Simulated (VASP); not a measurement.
# ReP (Fm-3m) in VASP: notebook

The runs below take ReP through single point, with LDA, PBE, PBEsol.

All numbers are computed with VASP 6.6.1; they aren't measurements. Logs are shortened: lines on timing, memory, paths and dates and some standing lists are left out, and cuts for length are marked.

## (1) The cell of the first run

The structure is cubic, space group Fm-3m (No. 225). Conventional cell: a = 4.916 Å, b = 4.916 Å, c = 4.916 Å, α = 90.00°, β = 90.00°, γ = 90.00°. Within 3.2 Å of Re (site symmetry m-3m) lie 6 P at 2.46 Å. Within 3.2 Å of P (site symmetry m-3m) lie 6 Re at 2.46 Å.

## (2) Single point, LDA

Contents of INCAR:

```
SYSTEM = ReP
PREC = Accurate
ENCUT = 560
EDIFF = 1E-6
ISMEAR = 0
SIGMA = 0.05
LREAL = .False.
LASPH = .True.
NELM = 120
ALGO = Normal
ISIF = 2
LWAVE = .False.
LCHARG = .False.
NBANDS = 17
GGA_COMPAT = .False.
```

Contents of KPOINTS:

```
regular mesh
0
Gamma
  12 12 12
  0 0 0
```

Contents of POSCAR:

```
ReP
1.0
    0.0000000000      2.4579799456      2.4579799456
    2.4579799456      0.0000000000      2.4579799456
    2.4579799456      2.4579799456      0.0000000000
Re P
1 1
Direct
    0.5000000000      0.5000000000      0.5000000000
    0.0000000000      0.0000000000      0.0000000000
```

Potentials or basis: VASP PAW LDA potentials, release 64 (Re_sv_GW, P).

Launch:

```
$ cat potpaw_LDA.64/Re_sv_GW/POTCAR potpaw_LDA.64/P/POTCAR > POTCAR
$ mpirun -np 1 vasp_std > vasp.out
```

OUTCAR:

```text
SYSTEM = ReP
   PREC = Accurate
   ENCUT = 560
   EDIFF = 1E-6
   ISMEAR = 0
   LREAL = .False.
   LASPH = .True.
   NELM = 120
   ISIF = 2

 ion  position               nearest neighbor table
   1  0.500  0.500  0.500-   2 2.46   2 2.46   2 2.46   2 2.46   2 2.46   2 2.46
   2  0.000  0.000  0.000-   1 2.46   1 2.46   1 2.46   1 2.46   1 2.46   1 2.46

  LATTYP: Found a face centered cubic cell.
 ALAT       =     4.9159598912

  Lattice vectors:

 A1 = (   0.0000000000,   2.4579799456,   2.4579799456)
 A2 = (   2.4579799456,   0.0000000000,   2.4579799456)
 A3 = (   2.4579799456,   2.4579799456,   0.0000000000)

Analysis of symmetry for initial positions (statically):
=====================================================================
 Subroutine PRICEL returns:
 Original cell was already a primitive cell.

 Routine SETGRP: Setting up the symmetry group for a
 face centered cubic supercell.

 Subroutine GETGRP returns: Found 48 space group operations
 (whereof 48 operations were pure point group operations)
 out of a pool of 48 trial point group operations.

The static configuration has the point symmetry O_h .

Analysis of symmetry for dynamics (positions and initial velocities):
=====================================================================
 Subroutine PRICEL returns:
 Original cell was already a primitive cell.

 Routine SETGRP: Setting up the symmetry group for a
 face centered cubic supercell.

 Subroutine GETGRP returns: Found 48 space group operations
 (whereof 48 operations were pure point group operations)
 out of a pool of 48 trial point group operations.

The dynamic configuration has the point symmetry O_h .

 Subroutine INISYM returns: Found 48 space group operations
 (whereof 48 operations are pure point group operations),
 and found     1 'primitive' translations

----------------------------------------------------------------------------------------

                                     Primitive cell

  volume of cell :      29.7006

  direct lattice vectors                    reciprocal lattice vectors
     0.000000000  2.457979946  2.457979946    -0.203419072  0.203419072  0.203419072
     2.457979946  0.000000000  2.457979946     0.203419072 -0.203419072  0.203419072
     2.457979946  2.457979946  0.000000000     0.203419072  0.203419072 -0.203419072

  length of vectors
     3.476108575  3.476108575  3.476108575     0.352332168  0.352332168  0.352332168

  position of ions in fractional coordinates (direct lattice)
     0.500000000  0.500000000  0.500000000
     0.000000000  0.000000000  0.000000000

  ion indices of the primitive-cell ions
   primitive index   ion index
                 1           1
                 2           2

----------------------------------------------------------------------------------------

 KPOINTS: regular mesh

Automatic generation of k-mesh.
 Grid dimensions read from file:
 generate k-points for:   12   12   12

 Generating k-lattice:

  Cartesian coordinates                     Fractional coordinates (reciprocal lattice)
    -0.016951589  0.016951589  0.016951589     0.083333333  0.000000000  0.000000000
     0.016951589 -0.016951589  0.016951589     0.000000000  0.083333333  0.000000000
     0.016951589  0.016951589 -0.016951589     0.000000000  0.000000000  0.083333333

  Length of vectors
     0.029361014  0.029361014  0.029361014

  Shift w.r.t. Gamma in fractional coordinates (k-lattice)
     0.000000000  0.000000000  0.000000000

 Subroutine IBZKPT returns following result:
 ===========================================

 Found     72 irreducible k-points:

 Following reciprocal coordinates:
            Coordinates               Weight
  0.000000  0.000000  0.000000      1.000000
  0.083333  0.000000  0.000000      8.000000
  0.166667  0.000000  0.000000      8.000000
  0.250000  0.000000  0.000000      8.000000
  0.333333  0.000000  0.000000      8.000000
  0.416667  0.000000  0.000000      8.000000
[... 16 lines left out ...]
  0.500000  0.166667  0.000000     24.000000
 -0.416667  0.166667  0.000000     24.000000
 [... further k-points ...]
   k-points           NKPTS =     72   k-points in BZ     NKDIM =     72   number of bands    NBANDS=     17
   number of dos      NEDOS =    301   number of ions     NIONS =      2
   total plane-waves  NPLWV =  21952
   dimension x,y,z NGX =    28 NGY =   28 NGZ =   28
   dimension x,y,z NGXF=    56 NGYF=   56 NGZF=   56
   ions per type =               1   1
   NGX,Y,Z   is equivalent  to a cutoff of  13.39, 13.39, 13.39 a.u.
   NGXF,Y,Z  is equivalent  to a cutoff of  26.78, 26.78, 26.78 a.u.
 SYSTEM =  ReP
   PREC   = accura    normal or accurate (medium, high low for compatibility)
   ISTART =      0    job   : 0-new  1-cont  2-samecut
   ICHARG =      2    charge: 1-file 2-atom 10-const
   ISPIN  =      1    spin polarized calculation?
   LNONCOLLINEAR =      F non collinear calculations
   LSORBIT =      F    spin-orbit coupling
   LASPH  =      T    aspherical Exc in radial PAW
   ENCUT  =  560.0 eV  41.16 Ry    6.42 a.u.   6.71  6.71  6.71*2*pi/ulx,y,z
   NELM   =    120;   NELMIN=  2; NELMDL= -5     # of ELM steps
   EDIFF  = 0.1E-05   stopping-criterion for ELM
   LREAL  =      F    real-space projection
   EDIFFG = 0.1E-04   stopping-criterion for IOM
   NSW    =      0    number of steps for IOM
   IBRION =     -1    ionic relax: 0-MD 1-quasi-New 2-CG
   NFREE  =      0    steps in history (QN), initial steepest desc. (CG)
   ISIF   =      2    stress and relaxation
   ISYM   =      2    0-nonsym 1-usesym 2-fastsym
   POTIM  = 0.5000    time-step for ionic-motion
   TEBEG  =    0.0;   TEEND  =   0.0 temperature during run
   PSTRESS=    0.0 pullay stress
   NELECT =      20.0000    total number of electrons
   NUPDOWN=      -1.0000    fix difference up-down
   EMIN   =  10.00;   EMAX   =-10.00  energy-range for DOS
   EFERMI =   0.00;   METHOD = LEGACY
   ISMEAR =     0;   SIGMA  =   0.05  broadening in eV -4-tet -1-fermi 0-gaus
   EFERMI_NEDOS =   21; number of points for ismear=-14 and -15
   IALGO  =     38    algorithm
   IMIX   =      4    mixing-type and parameters
     AMIX     =   0.40;   BMIX     =  1.00
     AMIX_MAG =   1.60;   BMIX_MAG =  1.00
  volume/ion in A,a.u.               =      14.85       100.21
  Fermi-wavevector in a.u.,A,eV,Ry     =   1.434927  2.711619 28.014609  2.059016
  Thomas-Fermi vector in A             =   2.554282
   LORBIT       =      0    0 simple, 1 ext, 2 COOP (PROOUT), +10 PAW based schemes
   GGA     = CA    functional components
   LHFCALC =     F    Hartree Fock is set to
   AEXX    =    0.0000 exact exchange contribution
   IVDW    =     0    specifies the selected vdW correction
   LEPSILON=     F    determine dielectric tensor
   LRPA    =     F    only Hartree local field effects (RPA)
 non-spin polarized calculation
 Gauss-broadening in eV      SIGMA  =   0.05
  energy-cutoff  :      560.00
  volume of cell :       29.70
 maximum number of plane-waves:       911
   NGX = 13   NGY = 13   NGZ = 13

 number of electron      19.9999999 magnetization

 Free energy of the ion-electron system (eV)
  ---------------------------------------------------
  ext. energy  EPLUGINS =         0.00000000
  ---------------------------------------------------
  free energy    TOTEN  =       -20.27395026 eV

  energy without entropy =      -20.27108190  energy(sigma->0) =      -20.27251608

 E-fermi :  11.3911     XC(G=0): -12.8139

 val. band max:       11.3758860304   @ k =   0.5000   0.2500   0.0000
 cond. band min:      11.3982867047   @ k =   0.3333   0.0833   0.0000
 fundamental gap:      0.0224006743
 Fermi energy:        11.3910659813

 k-point     1 :       0.0000    0.0000    0.0000
  band No.  band energies     occupation
      1     -68.4382      2.00000
      2     -30.5330      2.00000
      3     -30.5330      2.00000
      4     -30.5330      2.00000
      5      -3.1103      2.00000
      6       8.5716      2.00000
[... 9 lines left out ...]
     16      24.9447      0.00000
     17      24.9447      0.00000

 k-point     2 :       0.0833    0.0000    0.0000
  band No.  band energies     occupation
      1     -68.4381      2.00000
      2     -30.5418      2.00000
      3     -30.5344      2.00000
      4     -30.5344      2.00000
      5      -2.9718      2.00000
      6       8.2035      2.00000
[... 9 lines left out ...]
     16      24.1651      0.00000
     17      24.5146      0.00000

 k-point     3 :       0.1667    0.0000    0.0000
  band No.  band energies     occupation
      1     -68.4373      2.00000
      2     -30.5653      2.00000
      3     -30.5376      2.00000
      4     -30.5376      2.00000
      5      -2.5655      2.00000
      6       7.2269      2.00000
[... 9 lines left out ...]
     16      23.2762      0.00000
     17      23.3612      0.00000

 k-point     4 :       0.2500    0.0000    0.0000
  band No.  band energies     occupation
      1     -68.4360      2.00000
      2     -30.5968      2.00000
      3     -30.5416      2.00000
      4     -30.5416      2.00000
      5      -1.9198      2.00000
      6       5.9433      2.00000
[... 9 lines left out ...]
     16      21.6470      0.00000
     17      21.6470      0.00000
[... 343 lines left out ...]
      1     -68.4340      2.00000
      2     -30.6327      2.00000
      3     -30.5613      2.00000
      4     -30.5576      2.00000
      5      -0.6795      2.00000
      6       4.2776      2.00000
[... 9 lines left out ...]
     16      20.7203      0.00000
     17      22.4270      0.00000

 k-point    23 :       0.5000    0.1667    0.0000
  band No.  band energies     occupation
      1     -68.4333      2.00000
      2     -30.6464      2.00000
      3     -30.5677      2.00000
      4     -30.5573      2.00000
      5      -0.0521      2.00000
      6       3.5838      2.00000
[... 9 lines left out ...]
     16      20.6523      0.00000
     17      21.9803      0.00000

 k-point    24 :      -0.4167    0.1667    0.0000
  band No.  band energies     occupation
      1     -68.4334      2.00000
      2     -30.6479      2.00000
      3     -30.5721      2.00000
      4     -30.5546      2.00000
      5       0.1170      2.00000
      6       3.3767      2.00000
[... 9 lines left out ...]
     16      20.5388      0.00000
     17      22.1219      0.00000

 [... further k-points ...]
[... 5 lines left out ...]
  --------------------------------------------------------------------------------------
  -------------------------------------------------------------------------------------
  Total       -1.8860318     -1.8860318     -1.8860318     -0.0000000      0.0000000     -0.0000000
  in kB     -101.7406699   -101.7406699   -101.7406699     -0.0000000      0.0000000     -0.0000000
  external PRESSURE =    -101.7406699 kB  Pullay stress =       0.0000000 kB

 VOLUME and BASIS-vectors are now :
 -----------------------------------------------------------------------------
  energy-cutoff  :      560.00
  volume of cell :       29.70
      direct lattice vectors                 reciprocal lattice vectors
     0.000000000  2.457979946  2.457979946    -0.203419072  0.203419072  0.203419072
     2.457979946  0.000000000  2.457979946     0.203419072 -0.203419072  0.203419072
     2.457979946  2.457979946  0.000000000     0.203419072  0.203419072 -0.203419072

 POSITION                                       TOTAL-FORCE (eV/Angst)
 -----------------------------------------------------------------------------------
      2.45798      2.45798      2.45798         0.000000      0.000000     -0.000000
      0.00000      0.00000      0.00000        -0.000000     -0.000000      0.000000
 -----------------------------------------------------------------------------------
    total drift:                                0.000000      0.000000      0.000000

  FREE ENERGIE OF THE ION-ELECTRON SYSTEM (eV)
  ---------------------------------------------------
  free  energy   TOTEN  =       -20.2739502633 eV

  energy  without entropy=      -20.2710818985  energy(sigma->0) =      -20.27251608
```

It took 30 s on 1 thread of AMD EPYC 7R13 (Zen 3), shared host; peak memory 0.15 GiB.

Results:

| Quantity | Value |
| --- | --- |
| Free energy | -20.2740 eV |
| Pressure | -10.2 GPa |
| Band gap on the k mesh | zero (bands 10 and 11 overlap by 0.80 eV) |

Caveat: the cell stands under tension; spin-orbit coupling is left out, which moves the levels of the heavy elements.

## (3) Single point, PBE (14.26 Å³/atom)

This run uses another cell than the first one, of 14.26 Å³/atom.

Contents of INCAR:

```
ALGO = Normal
EDIFF = 1E-6
ENCUT = 560
GGA = PE
GGA_COMPAT = False
ISIF = 2
ISMEAR = 0
LASPH = True
LCHARG = False
LREAL = False
LWAVE = False
NBANDS = 17
NELM = 120
PREC = Accurate
SIGMA = 0.05
```

Contents of KPOINTS:

```
k-points
0
Gamma
  12 12 12
```

Contents of POSCAR:

```
ReP
1.0
    0.0000000000      2.4247599281      2.4247599281
    2.4247599281      0.0000000000      2.4247599281
    2.4247599281      2.4247599281      0.0000000000
Re P
1 1
Direct
    0.5000000000      0.5000000000      0.5000000000
    0.0000000000      0.0000000000      0.0000000000
```

Potentials or basis: VASP PAW PBE potentials, release 64 (Re_sv_GW, P).

Launch:

```
$ cat potpaw_PBE.64/Re_sv_GW/POTCAR potpaw_PBE.64/P/POTCAR > POTCAR
$ mpirun -np 1 vasp_std > vasp.out
```

Run time: 22 s. Hardware: 1 thread of Intel Xeon 6975P-C (Granite Rapids), shared host; peak memory 0.19 GiB.

It converged, with:

- Free energy: -18.1673 eV
- Pressure: 8.8 GPa
- Band gap on the k mesh: zero (bands 10 and 11 overlap by 0.84 eV)

Levels at points of the mesh, in eV from the Fermi level:
| k point | band 6 | band 7 | band 8 | band 9 | band 10 | band 11 | band 12 | band 13 | band 14 | band 15 |
| --- | --- | --- | --- | --- | --- | --- | --- | --- | --- | --- |
| (0.00, 0.00, 0.00) | -3.04 | -3.04 | -3.04 | -2.57 | -2.57 | -0.33 | -0.33 | -0.33 | 6.56 | 8.70 |
| (0.50, 0.00, 0.00) | -8.99 | -5.82 | -5.82 | -0.23 | -0.23 | 0.66 | 3.23 | 6.23 | 6.23 | 7.69 |
| (0.50, 0.50, 0.00) | -6.08 | -5.08 | -2.59 | -2.59 | -1.39 | 0.56 | 0.57 | 0.57 | 4.85 | 11.86 |

Caveat: the cell stands under pressure; spin-orbit coupling is left out, which moves the levels of the heavy elements.

## (4) Single point, PBEsol

Contents of INCAR:

```
SYSTEM = ReP
PREC = Accurate
ENCUT = 560
EDIFF = 1E-6
ISMEAR = 0
SIGMA = 0.05
LREAL = .FALSE.
LASPH = .TRUE.
NELM = 120
ALGO = Normal
ISIF = 2
LWAVE = .FALSE.
LCHARG = .TRUE.
GGA = PS
LELF = .TRUE.
LVHAR = .TRUE.
NBANDS = 17
GGA_COMPAT = .FALSE.
```

Contents of KPOINTS:

```
regular mesh
0
G
  12 12 12
  0 0 0
```

Contents of POSCAR:

```
ReP
1.0
    0.0000000000      2.4579799456      2.4579799456
    2.4579799456      0.0000000000      2.4579799456
    2.4579799456      2.4579799456      0.0000000000
Re P
1 1
Direct
    0.5000000000      0.5000000000      0.5000000000
    0.0000000000      0.0000000000      0.0000000000
```

Launch:

```
$ cat potpaw_PBE.64/Re_sv_GW/POTCAR potpaw_PBE.64/P/POTCAR > POTCAR
$ mpirun -np 1 vasp_std > vasp.out
```

Run time: 21 s. Hardware: 1 thread of Intel Xeon 6975P-C (Granite Rapids), shared host; peak memory 0.19 GiB.

It converged, with:

```yaml
Free_energy: -19.6237 eV
Pressure: -7.0 GPa
Band_gap_on_the_k_mesh: zero (bands 10 and 11 overlap by 0.81 eV)
```

Levels at points of the mesh, in eV from the Fermi level:
```
           k point  band 7  band 8  band 9  band 10  band 11  band 12  band 13  band 14
(0.00, 0.00, 0.00)   -2.83   -2.83   -2.41    -2.41    -0.29    -0.29    -0.29     6.00
(0.50, 0.00, 0.00)   -5.55   -5.55   -0.21    -0.21     0.59     3.25     6.21     6.21
(0.50, 0.50, 0.00)   -4.78   -2.49   -2.49    -1.29     0.45     0.53     0.53     4.44
```

Caveat: the cell stands under tension; the PAW data sets were made with another functional, which shifts forces and pressure a little; spin-orbit coupling is left out, which moves the levels of the heavy elements.

[end of part 1 of 2]

The gap in the log of VASP goes by the Fermi energy; the results here count the filled bands.